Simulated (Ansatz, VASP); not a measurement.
# Two plane-wave programs on SiC

```xyz
2
Lattice="0.0000 2.1790 2.1790 2.1790 0.0000 2.1790 2.1790 2.1790 0.0000" Properties=species:S:1:pos:R:3 pbc="T T T"
Si    0.0000    0.0000    0.0000
C     1.0895    1.0895    1.0895
```

Alike in both runs: task single point; functional PBE; k mesh 10 × 10 × 10; occupations gaussian, width 0.02 eV; no spin polarisation.

```csv
,VASP,Ansatz
version,VASP 6.6.1,Ansatz 0.2.0
potentials or method,"VASP PAW PBE potentials, release 64 (Si, C), cutoff 600 eV","scalar-relativistic, plane waves, PAW"
valence electrons in the cell,8,8
```

```csv
,VASP,Ansatz,Ansatz less VASP
gap on the k mesh at the Fermi level (eV),1.36,1.36,+0.002
least direct gap on the mesh (eV),4.54,4.55,+0.003
pressure (GPa),3.1,3.3,+0.20
```
